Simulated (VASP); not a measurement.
# Al (P6_3/mmc) in VASP: a series of runs

Aim: see how the results for Al move with the level of theory and the settings. Levels: LDA, BLYP+D3(BJ), PBEsol. Tasks: relaxation of cell and atoms.

Everything below comes from runs of VASP 6.6.1. Logs are shortened: lines on timing, memory, paths and dates and some standing lists are left out, and cuts for length are marked.

### Step 1. The cell of the first run

Symmetry: P6_3/mmc, No. 194, hexagonal system. Conventional cell: a = 2.827 Å, b = 2.827 Å, c = 9.186 Å, α = 90.00°, β = 90.00°, γ = 120.00°. Within 3.7 Å of Al (site symmetry -3m) lie 12 Al at 2.82 to 2.83 Å. Al (site symmetry -6m2) has 12 Al at 2.82 to 2.83 Å within 3.7 Å.

### Step 2. Relaxation of cell and atoms, LDA

The input, INCAR:

```
PREC = Accurate ; ENCUT = 600
EDIFF = 1E-7 ; ISMEAR = -1
SIGMA = 0.15 ; LREAL = False
LASPH = True ; NELM = 100
ALGO = Normal ; ISIF = 3
LWAVE = False ; LCHARG = False
GGA = CA ; IBRION = 2
NSW = 80 ; EDIFFG = -0.01
```

The input, KPOINTS:

```
Automatic mesh
0
Gamma
  9 9 3
```

The input, POSCAR:

```
Al
1.0
    2.8270770000      0.0000000000      0.0000000000
   -1.4135390000      2.4483210000      0.0000000000
    0.0000000000      0.0000000000      9.1859930000
Al
4
Direct
    0.0000000000      0.0000000000      0.0000000000
    0.3333333333      0.6666666667      0.2500000000
    0.0000000000      0.0000000000      0.5000000000
    0.6666666667      0.3333333333      0.7500000000
```

Potentials or basis: VASP PAW LDA potentials, release 64 (Al).

Started as:

```
cat potpaw_LDA.64/Al/POTCAR > POTCAR
mpirun -np 1 vasp_std > vasp.out
```

OUTCAR:

```text
PREC = Accurate
   ENCUT = 600
   EDIFF = 1E-7
   ISMEAR = -1
   LREAL = False
   LASPH = True
   NELM = 100
   ISIF = 3
   GGA = CA
   IBRION = 2
   NSW = 80
   EDIFFG = -0.01

 ion  position               nearest neighbor table
   1  0.000  0.000  0.000-   4 2.82   2 2.82   4 2.82   2 2.82   4 2.82   2 2.82
   2  0.333  0.667  0.250-   1 2.82   3 2.82   1 2.82   3 2.82   1 2.82   3 2.82
   3  0.000  0.000  0.500-   4 2.82   2 2.82   4 2.82   2 2.82   4 2.82   2 2.82
   4  0.667  0.333  0.750-   1 2.82   3 2.82   1 2.82   3 2.82   1 2.82   3 2.82

  LATTYP: Found a hexagonal cell.
 ALAT       =     2.8270770000
 C/A-ratio  =     3.2492899910

  Lattice vectors:

 A1 = (   2.8270770000,   0.0000000000,   0.0000000000)
 A2 = (  -1.4135390000,   2.4483210000,   0.0000000000)
 A3 = (   0.0000000000,   0.0000000000,   9.1859930000)

Analysis of symmetry for initial positions (statically):
=====================================================================
 Subroutine PRICEL returns:
 Original cell was already a primitive cell.

 Routine SETGRP: Setting up the symmetry group for a
 hexagonal supercell.

 Subroutine GETGRP returns: Found 24 space group operations
 (whereof 12 operations were pure point group operations)
 out of a pool of 24 trial point group operations.

The static configuration has the point symmetry D_3d.
 The point group associated with its full space group is D_6h.

Analysis of symmetry for dynamics (positions and initial velocities):
=====================================================================
 Subroutine PRICEL returns:
 Original cell was already a primitive cell.

 Routine SETGRP: Setting up the symmetry group for a
 hexagonal supercell.

 Subroutine GETGRP returns: Found 24 space group operations
 (whereof 12 operations were pure point group operations)
 out of a pool of 24 trial point group operations.

The dynamic configuration has the point symmetry D_3d.
 The point group associated with its full space group is D_6h.

 Subroutine INISYM returns: Found 24 space group operations
 (whereof 12 operations are pure point group operations),
 and found     1 'primitive' translations

----------------------------------------------------------------------------------------

                                     Primitive cell

  volume of cell :      63.5817

  direct lattice vectors                    reciprocal lattice vectors
     2.827077000  0.000000000  0.000000000     0.353722237  0.204221659  0.000000000
    -1.413539000  2.448321000  0.000000000     0.000000000  0.408443174  0.000000000
     0.000000000  0.000000000  9.185993000     0.000000000  0.000000000  0.108861394

  length of vectors
     2.827077000  2.827077683  9.185993000     0.408443273  0.408443174  0.108861394

  position of ions in fractional coordinates (direct lattice)
     0.000000000  0.000000000  0.000000000
     0.333333333  0.666666667  0.250000000
     0.000000000  0.000000000  0.500000000
     0.666666667  0.333333333  0.750000000

  ion indices of the primitive-cell ions
   primitive index   ion index
                 1           1
                 2           2
                 3           3
                 4           4

----------------------------------------------------------------------------------------

 KPOINTS: Automatic mesh

Automatic generation of k-mesh.
 Grid dimensions read from file:
 generate k-points for:    9    9    3

 Generating k-lattice:

  Cartesian coordinates                     Fractional coordinates (reciprocal lattice)
     0.039302471  0.022691295  0.000000000     0.111111111  0.000000000  0.000000000
     0.000000000  0.045382575  0.000000000     0.000000000  0.111111111  0.000000000
     0.000000000  0.000000000  0.036287131     0.000000000  0.000000000  0.333333333

  Length of vectors
     0.045382586  0.045382575  0.036287131

  Shift w.r.t. Gamma in fractional coordinates (k-lattice)
     0.000000000  0.000000000  0.000000000

 Subroutine IBZKPT returns following result:
 ===========================================

 Found     24 irreducible k-points:

 Following reciprocal coordinates:
            Coordinates               Weight
  0.000000  0.000000  0.000000      1.000000
  0.111111  0.000000  0.000000      6.000000
  0.222222  0.000000  0.000000      6.000000
  0.333333  0.000000  0.000000      6.000000
  0.444444  0.000000  0.000000      6.000000
  0.111111  0.111111  0.000000      6.000000
[... 16 lines left out ...]
  0.333333  0.222222  0.333333     24.000000
  0.333333  0.333333  0.333333      4.000000
   k-points           NKPTS =     24   k-points in BZ     NKDIM =     24   number of bands    NBANDS=     10
   number of dos      NEDOS =    301   number of ions     NIONS =      4
   total plane-waves  NPLWV =  46080
   dimension x,y,z NGX =    24 NGY =   24 NGZ =   80
   dimension x,y,z NGXF=    48 NGYF=   48 NGZF=  160
   ions per type =               4
   NGX,Y,Z   is equivalent  to a cutoff of  14.11, 14.11, 14.48 a.u.
   NGXF,Y,Z  is equivalent  to a cutoff of  28.23, 28.23, 28.96 a.u.
 SYSTEM =  unknown system
   PREC   = accura    normal or accurate (medium, high low for compatibility)
   ISTART =      0    job   : 0-new  1-cont  2-samecut
   ICHARG =      2    charge: 1-file 2-atom 10-const
   ISPIN  =      1    spin polarized calculation?
   LNONCOLLINEAR =      F non collinear calculations
   LSORBIT =      F    spin-orbit coupling
   LASPH  =      T    aspherical Exc in radial PAW
   ENCUT  =  600.0 eV  44.10 Ry    6.64 a.u.   5.65  5.65 18.35*2*pi/ulx,y,z
   NELM   =    100;   NELMIN=  2; NELMDL= -5     # of ELM steps
   EDIFF  = 0.1E-06   stopping-criterion for ELM
   LREAL  =      F    real-space projection
   EDIFFG = -.1E-01   stopping-criterion for IOM
   NSW    =     80    number of steps for IOM
   IBRION =      2    ionic relax: 0-MD 1-quasi-New 2-CG
   NFREE  =      1    steps in history (QN), initial steepest desc. (CG)
   ISIF   =      3    stress and relaxation
   ISYM   =      2    0-nonsym 1-usesym 2-fastsym
   POTIM  = 0.5000    time-step for ionic-motion
   TEBEG  =    0.0;   TEEND  =   0.0 temperature during run
   PSTRESS=    0.0 pullay stress
   NELECT =      12.0000    total number of electrons
   NUPDOWN=      -1.0000    fix difference up-down
   EMIN   =  10.00;   EMAX   =-10.00  energy-range for DOS
   EFERMI =   0.00;   METHOD = LEGACY
   ISMEAR =    -1;   SIGMA  =   0.15  broadening in eV -4-tet -1-fermi 0-gaus
   EFERMI_NEDOS =   21; number of points for ismear=-14 and -15
   IALGO  =     38    algorithm
   IMIX   =      4    mixing-type and parameters
     AMIX     =   0.40;   BMIX     =  1.00
     AMIX_MAG =   1.60;   BMIX_MAG =  1.00
  volume/ion in A,a.u.               =      15.90       107.27
  Fermi-wavevector in a.u.,A,eV,Ry     =   0.939055  1.774557 11.997958  0.881825
  Thomas-Fermi vector in A             =   2.066329
   LORBIT       =      0    0 simple, 1 ext, 2 COOP (PROOUT), +10 PAW based schemes
   GGA     = CA    functional components
   LHFCALC =     F    Hartree Fock is set to
   AEXX    =    0.0000 exact exchange contribution
   IVDW    =     0    specifies the selected vdW correction
   LEPSILON=     F    determine dielectric tensor
   LRPA    =     F    only Hartree local field effects (RPA)
 conjugate gradient relaxation of ions
 non-spin polarized calculation
  energy-cutoff  :      600.00
  volume of cell :       63.58
 maximum number of plane-waves:      2140
 NGX is ok and might be reduce to    24
   NGX = 11   NGY = 11   NGZ = 37

--------------------------------------- Ionic step        1  -------------------------------------------

 number of electron      12.0000000 magnetization

 Free energy of the ion-electron system (eV)
  ---------------------------------------------------
  ext. energy  EPLUGINS =         0.00000000
  ---------------------------------------------------
  free energy    TOTEN  =       -16.75880570 eV

  energy without entropy =      -16.63858618  energy(sigma->0) =      -16.69869594

------------------------ aborting loop because EDIFF is reached ----------------------------------------

  FORCE on cell =-STRESS in cart. coord.  units (eV):
  Direction    XX          YY          ZZ          XY          YZ          ZX
  --------------------------------------------------------------------------------------
  -------------------------------------------------------------------------------------
  Total       -0.3491531     -0.3491533      0.4905214      0.0000001      0.0000000      0.0000000
  in kB       -8.7982116     -8.7982152     12.3605120      0.0000018      0.0000000      0.0000000
  external PRESSURE =      -1.7453049 kB  Pullay stress =       0.0000000 kB
[... 137 lines left out ...]
  energy  without entropy=      -16.6511784023  energy(sigma->0) =      -16.70757718

--------------------------------------- Ionic step        5  -------------------------------------------

 number of electron      12.0000000 magnetization

 Free energy of the ion-electron system (eV)
  ---------------------------------------------------
  ext. energy  EPLUGINS =         0.00000000
  ---------------------------------------------------
  free energy    TOTEN  =       -16.76408453 eV

  energy without entropy =      -16.65109876  energy(sigma->0) =      -16.70759165

 E-fermi :   8.1569     XC(G=0): -10.4867

 val. band max:        8.1156882902   @ k =   0.3333   0.2222   0.3333
 cond. band min:       8.2988297139   @ k =   0.2222   0.2222   0.3333
 fundamental gap:      0.1831414236
 Fermi energy:         8.1569180399

 k-point     1 :       0.0000    0.0000    0.0000
  band No.  band energies     occupation
      1      -3.1738      2.00000
      2      -1.4773      2.00000
      3      -1.4727      2.00000
      4       3.4220      2.00000
      5       3.5867      2.00000
      6      11.4473      0.00000
      7      11.4594      0.00000
      8      19.2509      0.00000
      9      19.2509      0.00000
     10      19.4124      0.00000
[... 328 lines left out ...]
  FREE ENERGIE OF THE ION-ELECTRON SYSTEM (eV)
  ---------------------------------------------------
  free  energy   TOTEN  =       -16.7640845316 eV

  energy  without entropy=      -16.6510987600  energy(sigma->0) =      -16.70759165

 reached required accuracy - stopping structural energy minimisation
```

Wall time 38 s (1 thread of Intel Xeon Platinum 8375C at 2.90GHz (Ice Lake), shared host); peak memory 0.17 GiB.

Results:

```yaml
Free_energy: -16.7641 eV
Relaxed_volume: 15.88 Å³/atom
Relaxed_cell: a = 2.809 Å, b = 2.809 Å, c = 9.294 Å, α = 90.00°, β = 90.00°, γ = 120.00°
Space_group_after_relaxing_to_0.05_Å: P6_3/mmc (No. 194)
Energy_gained_by_relaxing: 1.3 meV/atom
Ionic_steps: 5
Pressure_after_relaxing: -0.1 GPa
Band_gap_on_the_k_mesh: zero (band 6 reaches 12.02 eV, above the bottom of band 7 at 6.87 eV)
```

Step by step:
```csv
step,energy change (eV),largest force (eV/Å),pressure (GPa),volume (Å³)
1,0.0000,0.0000,-0.17,63.58
2,-0.0043,0.0000,0.05,63.42
3,-0.0052,0.0000,0.21,63.31
4,-0.0052,0.0000,0.22,63.31
5,-0.0053,0.0000,-0.06,63.52
```

Final structure:
```
Al
1.0
     2.80932    0.00000    0.00000
    -1.40466    2.43295    0.00000
     0.00000    0.00000    9.29396
Al
4
Direct
  0.00000 0.00000 0.00000
  0.33333 0.66667 0.25000
  0.00000 0.00000 0.50000
  0.66667 0.33333 0.75000
```

### Step 3. Relaxation of cell and atoms, BLYP+D3(BJ)

The input, INCAR:

```
PREC     = Accurate       # precision mode
ENCUT    = 600            # plane-wave cutoff, eV
EDIFF    = 1E-6           # SCF threshold, eV
ISMEAR   = -1             # smearing method
SIGMA    = 0.15           # smearing width, eV
LREAL    = F              # projectors in reciprocal space
LASPH    = T              # aspherical terms in the spheres
NELM     = 100            # most SCF steps
ALGO     = Normal         # electronic algorithm
ISIF     = 3              # what is computed and relaxed
LWAVE    = F              # write WAVECAR
LCHARG   = F              # write CHGCAR
GGA      = B5             # functional
ALDAX    = 1.0          
AGGAX    = 1.0          
AGGAC    = 1.0          
ALDAC    = 0.0          
IVDW     = 12             # dispersion correction
VDW_S6   = 1.0          
VDW_S8   = 2.6996       
VDW_A1   = 0.4298       
VDW_A2   = 4.2359       
IBRION   = 2              # ionic algorithm
NSW      = 80             # ionic steps
EDIFFG   = -0.01          # ionic threshold
```

KPOINTS is that of step 2.

POSCAR is that of step 2.

Potentials or basis: VASP PAW PBE potentials, release 64 (Al).

Started as:

```
cat potpaw_PBE.64/Al/POTCAR > POTCAR
mpirun -np 1 vasp_std > vasp.out
```

It took 79 s on 1 thread of Intel Xeon Platinum 8375C at 2.90GHz (Ice Lake), shared host; peak memory 0.2 GiB.

The run converged. Its results:

```yaml
Free_energy: -13.9190 eV
Relaxed_volume: 15.55 Å³/atom
Relaxed_cell: a = 2.788 Å, b = 2.788 Å, c = 9.239 Å, α = 90.00°, β = 90.00°, γ = 120.00°
Space_group_after_relaxing_to_0.05_Å: P6_3/mmc (No. 194)
Energy_gained_by_relaxing: 3.4 meV/atom
Ionic_steps: 5
Pressure_after_relaxing: 0.1 GPa
Band_gap_on_the_k_mesh: zero (band 6 reaches 12.94 eV, above the bottom of band 7 at 7.79 eV)
Dispersion_energy_per_atom: -0.825 eV
```

The path:
```tsv
step	energy change (eV)	largest force (eV/Å)	pressure (GPa)	volume (Å³)
1	0.0000	0.0000	-1.65	63.58
2	-0.0121	0.0000	0.14	62.09
3	-0.0121	0.0000	0.29	61.97
4	-0.0133	0.0000	0.13	62.11
5	-0.0134	0.0000	0.06	62.18
```

Final structure:
```
CELL_PARAMETERS angstrom
2.78783 0.00000 0.00000
-1.39391 2.41433 0.00000
0.00000 0.00000 9.23859
ATOMIC_POSITIONS crystal
Al 0.00000 0.00000 0.00000
Al 0.33333 0.66667 0.25000
Al 0.00000 0.00000 0.50000
Al 0.66667 0.33333 0.75000
```

Levels at points of the mesh, in eV from the Fermi level:
| k point | band 3 | band 4 | band 5 | band 6 | band 7 | band 8 |
| --- | --- | --- | --- | --- | --- | --- |
| (0.00, 0.00, 0.00) | -9.78 | -4.80 | -4.68 | 3.29 | 3.31 | 11.30 |

Caveat: the PAW data sets were made with another functional, which shifts forces and pressure a little; pairwise dispersion overbinds metals, which lowers pressure and volume.

(Continued in part 2 of 2.)
